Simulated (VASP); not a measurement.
# Rh (P3_221) in VASP: further runs

Runs on Rh. Level: PBE. Tasks: single point, relaxation of cell and atoms.

Program: VASP 6.6.1. These are calculated values, not measurements. Logs are shortened: lines on timing, memory, paths and dates and some standing lists are left out, and cuts for length are marked.

## Step 1: The cell of the first run

It takes space group P3_221 (No. 154, trigonal). Conventional cell: a = 3.496 Å, b = 3.496 Å, c = 3.973 Å, α = 90.00°, β = 90.00°, γ = 120.00°. Rh (site symmetry 2) has 2 Rh at 1.87 Å within 2.5 Å.

## Step 2: Single point, PBE

The input, INCAR:

```
SYSTEM = Rh
ALGO = Normal
EDIFF = 1E-6
ENCUT = 520
GGA = PE
ISIF = 2
ISMEAR = 0
LASPH = .TRUE.
LCHARG = .FALSE.
LREAL = .FALSE.
LWAVE = .FALSE.
NBANDS = 30
NELM = 80
PREC = Accurate
SIGMA = 0.1
```

The input, KPOINTS:

```
k-points
0
G
  6 6 4
  0 0 0
```

The input, POSCAR:

```
Rh
1.0
    3.4957812122      0.0000000000      0.0000000000
   -1.7478906061      3.0274353358      0.0000000000
    0.0000000000      0.0000000000      3.9727945410
Rh
3
Direct
    0.2170000000      0.0000000000      0.1666666667
    0.0000000000      0.2170000000      0.8333333333
    0.7830000000      0.7830000000      0.5000000000
```

Potentials or basis: VASP PAW PBE potentials, release 64 (Rh_pv).

Command:

```console
cat potpaw_PBE.64/Rh_pv/POTCAR > POTCAR
mpirun -np 1 vasp_std > vasp.out
```

OUTCAR:

```text
SYSTEM = Rh
   EDIFF = 1E-6
   ENCUT = 520
   GGA = PE
   ISIF = 2
   ISMEAR = 0
   LASPH = .TRUE.
   LREAL = .FALSE.
   NELM = 80
   PREC = Accurate

 ion  position               nearest neighbor table
   1  0.217  0.000  0.167-   3 1.87   2 1.87   3 2.78   3 2.78   2 2.78   2 2.78   2 2.96   3 2.96

   2  0.000  0.217  0.833-   3 1.87   1 1.87   3 2.78   3 2.78   1 2.78   1 2.78   1 2.96   3 2.96

   3  0.783  0.783  0.500-   2 1.87   1 1.87   1 2.78   2 2.78   2 2.78   1 2.78   2 2.96   1 2.96

  LATTYP: Found a hexagonal cell.
 ALAT       =     3.4957812122
 C/A-ratio  =     1.1364539998

  Lattice vectors:

 A1 = (   3.4957812122,   0.0000000000,   0.0000000000)
 A2 = (  -1.7478906061,   3.0274353358,   0.0000000000)
 A3 = (   0.0000000000,   0.0000000000,   3.9727945410)

Analysis of symmetry for initial positions (statically):
=====================================================================
 Subroutine PRICEL returns:
 Original cell was already a primitive cell.

 Routine SETGRP: Setting up the symmetry group for a
 hexagonal supercell.

 Subroutine GETGRP returns: Found  6 space group operations
 (whereof  2 operations were pure point group operations)
 out of a pool of 24 trial point group operations.

The static configuration has the point symmetry C_2 .
 The point group associated with its full space group is D_3 .

Analysis of symmetry for dynamics (positions and initial velocities):
=====================================================================
 Subroutine PRICEL returns:
 Original cell was already a primitive cell.

 Routine SETGRP: Setting up the symmetry group for a
 hexagonal supercell.

 Subroutine GETGRP returns: Found  6 space group operations
 (whereof  2 operations were pure point group operations)
 out of a pool of 24 trial point group operations.

The dynamic configuration has the point symmetry C_2 .
 The point group associated with its full space group is D_3 .

 Subroutine INISYM returns: Found  6 space group operations
 (whereof  2 operations are pure point group operations),
 and found     1 'primitive' translations

----------------------------------------------------------------------------------------

                                     Primitive cell

  volume of cell :      42.0451

  direct lattice vectors                    reciprocal lattice vectors
     3.495781212  0.000000000  0.000000000     0.286059092  0.165156294  0.000000000
    -1.747890606  3.027435336  0.000000000     0.000000000  0.330312588  0.000000000
     0.000000000  0.000000000  3.972794541     0.000000000  0.000000000  0.251711985

  length of vectors
     3.495781212  3.495781212  3.972794541     0.330312588  0.330312588  0.251711985

  position of ions in fractional coordinates (direct lattice)
     0.217000000  0.000000000  0.166666667
     0.000000000  0.217000000  0.833333333
     0.783000000  0.783000000  0.500000000

  ion indices of the primitive-cell ions
   primitive index   ion index
                 1           1
                 2           2
                 3           3

----------------------------------------------------------------------------------------

 KPOINTS: k-points

Automatic generation of k-mesh.
 Grid dimensions read from file:
 generate k-points for:    6    6    4

 Generating k-lattice:

  Cartesian coordinates                     Fractional coordinates (reciprocal lattice)
     0.047676515  0.027526049  0.000000000     0.166666667  0.000000000  0.000000000
     0.000000000  0.055052098  0.000000000     0.000000000  0.166666667  0.000000000
     0.000000000  0.000000000  0.062927996     0.000000000  0.000000000  0.250000000

  Length of vectors
     0.055052098  0.055052098  0.062927996

  Shift w.r.t. Gamma in fractional coordinates (k-lattice)
     0.000000000  0.000000000  0.000000000

 Subroutine IBZKPT returns following result:
 ===========================================

 Found     24 irreducible k-points:

 Following reciprocal coordinates:
            Coordinates               Weight
  0.000000  0.000000  0.000000      1.000000
  0.166667  0.000000  0.000000      6.000000
  0.333333  0.000000  0.000000      6.000000
  0.500000 -0.000000  0.000000      3.000000
  0.166667  0.166667  0.000000      6.000000
  0.333333  0.166667  0.000000     12.000000
[... 16 lines left out ...]
  0.333333  0.166667  0.500000     12.000000
  0.333333  0.333333  0.500000      2.000000
   k-points           NKPTS =     24   k-points in BZ     NKDIM =     24   number of bands    NBANDS=     30
   number of dos      NEDOS =    301   number of ions     NIONS =      3
   total plane-waves  NPLWV =  23520
   dimension x,y,z NGX =    28 NGY =   28 NGZ =   30
   dimension x,y,z NGXF=    56 NGYF=   56 NGZF=   60
   ions per type =               3
   NGX,Y,Z   is equivalent  to a cutoff of  13.32, 13.32, 12.55 a.u.
   NGXF,Y,Z  is equivalent  to a cutoff of  26.63, 26.63, 25.11 a.u.
 SYSTEM =  Rh
   PREC   = accura    normal or accurate (medium, high low for compatibility)
   ISTART =      0    job   : 0-new  1-cont  2-samecut
   ICHARG =      2    charge: 1-file 2-atom 10-const
   ISPIN  =      1    spin polarized calculation?
   LNONCOLLINEAR =      F non collinear calculations
   LSORBIT =      F    spin-orbit coupling
   LASPH  =      T    aspherical Exc in radial PAW
   ENCUT  =  520.0 eV  38.22 Ry    6.18 a.u.   6.50  6.50  7.39*2*pi/ulx,y,z
   NELM   =     80;   NELMIN=  2; NELMDL= -5     # of ELM steps
   EDIFF  = 0.1E-05   stopping-criterion for ELM
   LREAL  =      F    real-space projection
   EDIFFG = 0.1E-04   stopping-criterion for IOM
   NSW    =      0    number of steps for IOM
   IBRION =     -1    ionic relax: 0-MD 1-quasi-New 2-CG
   NFREE  =      0    steps in history (QN), initial steepest desc. (CG)
   ISIF   =      2    stress and relaxation
   ISYM   =      2    0-nonsym 1-usesym 2-fastsym
   POTIM  = 0.5000    time-step for ionic-motion
   TEBEG  =    0.0;   TEEND  =   0.0 temperature during run
   PSTRESS=    0.0 pullay stress
   NELECT =      45.0000    total number of electrons
   NUPDOWN=      -1.0000    fix difference up-down
   EMIN   =  10.00;   EMAX   =-10.00  energy-range for DOS
   EFERMI =   0.00;   METHOD = LEGACY
   ISMEAR =     0;   SIGMA  =   0.10  broadening in eV -4-tet -1-fermi 0-gaus
   EFERMI_NEDOS =   21; number of points for ismear=-14 and -15
   IALGO  =     38    algorithm
   IMIX   =      4    mixing-type and parameters
     AMIX     =   0.40;   BMIX     =  1.00
     AMIX_MAG =   1.60;   BMIX_MAG =  1.00
  volume/ion in A,a.u.               =      14.02        94.58
  Fermi-wavevector in a.u.,A,eV,Ry     =   1.674585  3.164507 38.153944  2.804236
  Thomas-Fermi vector in A             =   2.759355
   LORBIT       =      0    0 simple, 1 ext, 2 COOP (PROOUT), +10 PAW based schemes
   GGA     = PE    functional components
   LHFCALC =     F    Hartree Fock is set to
   AEXX    =    0.0000 exact exchange contribution
   IVDW    =     0    specifies the selected vdW correction
   LEPSILON=     F    determine dielectric tensor
   LRPA    =     F    only Hartree local field effects (RPA)
 non-spin polarized calculation
 Gauss-broadening in eV      SIGMA  =   0.10
  energy-cutoff  :      520.00
  volume of cell :       42.05
 maximum number of plane-waves:      1166
 NGX is ok and might be reduce to    28
   NGX = 13   NGY = 13   NGZ = 15

 number of electron      44.9999994 magnetization

 Free energy of the ion-electron system (eV)
  ---------------------------------------------------
  ext. energy  EPLUGINS =         0.00000000
  ---------------------------------------------------
  free energy    TOTEN  =        -7.45343825 eV

  energy without entropy =       -7.44050257  energy(sigma->0) =       -7.44697041

 E-fermi :  12.5327     XC(G=0): -13.5627

 val. band max:       12.5134271912   @ k =   0.3333   0.1667   0.2500
 cond. band min:      12.5504989790   @ k =   0.0000   0.0000   0.5000
 fundamental gap:      0.0370717879
 Fermi energy:        12.5327275548

 k-point     1 :       0.0000    0.0000    0.0000
  band No.  band energies     occupation
      1     -38.6252      2.00000
      2     -38.6252      2.00000
      3     -37.3489      2.00000
      4     -35.3488      2.00000
      5     -35.3488      2.00000
      6     -35.0083      2.00000
[... 22 lines left out ...]
     29      24.3742      0.00000
     30      25.4731      0.00000

 k-point     2 :       0.1667    0.0000    0.0000
  band No.  band energies     occupation
      1     -38.6354      2.00000
      2     -38.6331      2.00000
      3     -37.3400      2.00000
      4     -35.3826      2.00000
      5     -35.3610      2.00000
      6     -35.0212      2.00000
[... 22 lines left out ...]
     29      22.8842      0.00000
     30      23.9014      0.00000

 k-point     3 :       0.3333    0.0000    0.0000
  band No.  band energies     occupation
      1     -38.6549      2.00000
      2     -38.6487      2.00000
      3     -37.3196      2.00000
      4     -35.4589      2.00000
      5     -35.3835      2.00000
      6     -35.0475      2.00000
[... 22 lines left out ...]
     29      21.0680      0.00000
     30      23.0285      0.00000

 k-point     4 :       0.5000   -0.0000    0.0000
  band No.  band energies     occupation
      1     -38.6641      2.00000
      2     -38.6563      2.00000
      3     -37.3080      2.00000
      4     -35.5010      2.00000
      5     -35.3940      2.00000
      6     -35.0607      2.00000
[... 616 lines left out ...]
     29      21.1353      0.00000
     30      21.6306      0.00000

 k-point    23 :       0.3333    0.1667    0.5000
  band No.  band energies     occupation
      1     -39.0941      2.00000
      2     -37.8657      2.00000
      3     -37.8628      2.00000
      4     -35.1774      2.00000
      5     -35.0495      2.00000
      6     -35.0407      2.00000
[... 22 lines left out ...]
     29      19.9173      0.00000
     30      20.4910      0.00000

 k-point    24 :       0.3333    0.3333    0.5000
  band No.  band energies     occupation
      1     -39.0980      2.00000
      2     -37.8716      2.00000
      3     -37.8716      2.00000
      4     -35.1745      2.00000
      5     -35.0369      2.00000
      6     -35.0369      2.00000
[... 22 lines left out ...]
     29      18.1049      0.00000
     30      18.2638      0.00000

------------------------ aborting loop because EDIFF is reached ----------------------------------------

  FORCE on cell =-STRESS in cart. coord.  units (eV):
  Direction    XX          YY          ZZ          XY          YZ          ZX
  --------------------------------------------------------------------------------------
  -------------------------------------------------------------------------------------
  Total       29.8342640     29.8342640     68.9186016      0.0000000      0.0000000      0.0000000
  in kB     1136.8696826   1136.8696826   2626.2242911      0.0000000      0.0000000      0.0000000
  external PRESSURE =    1633.3212188 kB  Pullay stress =       0.0000000 kB

 VOLUME and BASIS-vectors are now :
 -----------------------------------------------------------------------------
  energy-cutoff  :      520.00
  volume of cell :       42.05
      direct lattice vectors                 reciprocal lattice vectors
     3.495781212  0.000000000  0.000000000     0.286059092  0.165156294  0.000000000
    -1.747890606  3.027435336  0.000000000     0.000000000  0.330312588  0.000000000
     0.000000000  0.000000000  3.972794541     0.000000000  0.000000000  0.251711985

 POSITION                                       TOTAL-FORCE (eV/Angst)
 -----------------------------------------------------------------------------------
      0.75858      0.00000      0.66213        25.690209      0.000000      0.000000
     -0.37929      0.65695      3.31066       -12.845105     22.248374      0.000000
      1.36860      2.37048      1.98640       -12.845105    -22.248374     -0.000000
 -----------------------------------------------------------------------------------
    total drift:                                0.000000      0.000000     -0.000000

  FREE ENERGIE OF THE ION-ELECTRON SYSTEM (eV)
  ---------------------------------------------------
  free  energy   TOTEN  =        -7.4534382454 eV

  energy  without entropy=       -7.4405025708  energy(sigma->0) =       -7.44697041
```

It took 37 s on 1 thread of AMD EPYC 7R13, shared host; peak memory 0.14 GiB.

What came out:

```
Free energy   : -7.4534 eV
Pressure      : 163.3 GPa
Largest force : 25.690 eV/Å
```

Forces in eV/Å, atoms in the order of the input:
```
Rh   25.690   0.000   0.000
Rh  -12.845  22.248   0.000
Rh  -12.845 -22.248   0.000
```

Caveat: the k points lie up to 0.40 Å⁻¹ apart; forces of over 1 eV/Å act on the atoms, so gaps and moduli don't describe the material at rest.

## Step 3: Relaxation of cell and atoms, PBE

The input, INCAR:

```
SYSTEM = Rh
PREC     = Accurate       ! precision mode
ENCUT    = 600            ! plane-wave cutoff, eV
EDIFF    = 1E-6           ! SCF threshold, eV
ISMEAR   = 0              ! smearing method
SIGMA    = 0.1            ! smearing width, eV
LREAL    = .FALSE.        ! projectors in reciprocal space
LASPH    = .TRUE.         ! aspherical terms in the spheres
NELM     = 80             ! most SCF steps
ALGO     = Normal         ! electronic algorithm
ISIF     = 3              ! what is computed and relaxed
LWAVE    = .FALSE.        ! write WAVECAR
LCHARG   = .FALSE.        ! write CHGCAR
GGA      = PE             ! functional
IBRION   = 2              ! ionic algorithm
NSW      = 90             ! ionic steps
EDIFFG   = -0.04          ! ionic threshold
```

The input, KPOINTS:

```
Automatic mesh
0
G
  6 6 4
  0 0 0
```

POSCAR is that of step 2.

Potentials or basis: VASP PAW PBE potentials, release 64 (Rh_pv).

Command:

```console
cat potpaw_PBE.64/Rh_pv/POTCAR > POTCAR
mpirun -np 1 vasp_std > vasp.out
```

OUTCAR:

```text
SYSTEM = Rh
   PREC = Accurate
   ENCUT = 600
   EDIFF = 1E-6
   ISMEAR = 0
   LREAL = .FALSE.
   LASPH = .TRUE.
   NELM = 80
   ISIF = 3
   GGA = PE
   IBRION = 2
   NSW = 90
   EDIFFG = -0.04

 ion  position               nearest neighbor table
   1  0.217  0.000  0.167-   3 1.87   2 1.87   3 2.78   3 2.78   2 2.78   2 2.78   2 2.96   3 2.96

   2  0.000  0.217  0.833-   3 1.87   1 1.87   3 2.78   3 2.78   1 2.78   1 2.78   1 2.96   3 2.96

   3  0.783  0.783  0.500-   2 1.87   1 1.87   1 2.78   2 2.78   2 2.78   1 2.78   2 2.96   1 2.96

  LATTYP: Found a hexagonal cell.
 ALAT       =     3.4957812122
 C/A-ratio  =     1.1364539998

  Lattice vectors:

 A1 = (   3.4957812122,   0.0000000000,   0.0000000000)
 A2 = (  -1.7478906061,   3.0274353358,   0.0000000000)
 A3 = (   0.0000000000,   0.0000000000,   3.9727945410)

Analysis of symmetry for initial positions (statically):
[... 182 lines left out ...]
 cond. band min:      12.5502423395   @ k =   0.0000   0.0000   0.5000
 fundamental gap:      0.0371126528
 Fermi energy:        12.5324293649
[... 2279 lines left out ...]
     26       5.9505      0.00000
     27       5.9505      0.00000

[... ionic steps 4 to 10 ...]

--------------------------------------- Ionic step       11  -------------------------------------------

 number of electron      45.0000004 magnetization

------------------------ aborting loop because EDIFF is reached ----------------------------------------
[... 69 lines left out ...]
--------------------------------------- Ionic step       13  -------------------------------------------

 number of electron      45.0000001 magnetization

 Free energy of the ion-electron system (eV)
  ---------------------------------------------------
  ext. energy  EPLUGINS =         0.00000000
  ---------------------------------------------------
  free energy    TOTEN  =       -19.40202299 eV

  energy without entropy =      -19.37255615  energy(sigma->0) =      -19.38728957

 E-fermi :   9.1228     XC(G=0): -12.8106

 val. band max:        9.1203793597   @ k =   0.1667   0.0000   0.5000
 cond. band min:       9.1280820968   @ k =   0.1667   0.0000   0.2500
 fundamental gap:      0.0077027371
 Fermi energy:         9.1228088346
[... 748 lines left out ...]
  FREE ENERGIE OF THE ION-ELECTRON SYSTEM (eV)
  ---------------------------------------------------
  free  energy   TOTEN  =       -19.4020229854 eV

  energy  without entropy=      -19.3725561471  energy(sigma->0) =      -19.38728957

 reached required accuracy - stopping structural energy minimisation
```

CONTCAR:

```text
Rh
   1.00000000000000
     3.6207886834450442    0.0000000000000000   -0.0000000000000000
    -1.8103943417225221    3.1356949815570512   -0.0000000000000001
    -0.0000000000000000   -0.0000000000000000    4.3034294634757986
  Rh
     3
Direct
     0.3333204411660689    0.0000000000000000    0.1666666667000030
     0.9999999999992738    0.3333204411646163    0.8333333332999970
     0.6666795588346575    0.6666795588353837    0.5000000000000000

  0.00000000E+00  0.00000000E+00  0.00000000E+00
  0.00000000E+00  0.00000000E+00  0.00000000E+00
  0.00000000E+00  0.00000000E+00  0.00000000E+00
```

Run time: 6.3 min. Hardware: 1 thread of AMD EPYC 7R13, shared host; peak memory 0.15 GiB.

What came out:

```yaml
Free_energy: -19.4020 eV
Relaxed_volume: 16.29 Å³/atom
Relaxed_cell: a = 3.621 Å, b = 3.621 Å, c = 4.303 Å, α = 90.00°, β = 90.00°, γ = 120.00°
Space_group_after_relaxing_to_0.05_Å: R-3m (No. 166)
Energy_gained_by_relaxing: 3982.8 meV/atom
Ionic_steps: 13
Pressure_after_relaxing: 0.0 GPa
```

Step by step:
| step | energy change (eV) | largest force (eV/Å) | pressure (GPa) | volume (Å³) |
| --- | --- | --- | --- | --- |
| 1 | 0.0000 | 25.6868 | 163.23 | 42.05 |
| 2 | 12.4218 | 0.2352 | -46.25 | 193.95 |
| 3 | -6.9048 | 0.4373 | -22.17 | 89.52 |
| 4 | -7.7887 | 0.5189 | -23.70 | 83.04 |
| 5 | -10.9595 | 0.2163 | -21.46 | 60.40 |
| 6 | -11.9117 | 0.0277 | -6.07 | 50.71 |
| 7 | -11.9150 | 0.4559 | 3.71 | 48.03 |
| 8 | -11.9397 | 0.1952 | -1.70 | 49.38 |
| 9 | -11.9399 | 0.2202 | -1.14 | 49.22 |
| 10 | -11.9439 | 0.1465 | 1.41 | 48.52 |
| 11 | -11.9441 | 0.1621 | 0.93 | 48.65 |
| 12 | -11.9480 | 0.0500 | 0.26 | 48.79 |
| 13 | -11.9485 | 0.0002 | 0.03 | 48.86 |

Final structure:
```
Rh
1.0
     3.62079    0.00000    0.00000
    -1.81039    3.13569    0.00000
     0.00000    0.00000    4.30343
Rh
3
Cartesian
  1.2069 0.0000 0.7172
  3.0173 1.0452 3.5862
  1.2070 2.0905 2.1517
```

Caveat: the k points lie up to 0.37 Å⁻¹ apart in the final cell; the volume moved by over 15 % at a fixed basis, so the end points are rough.
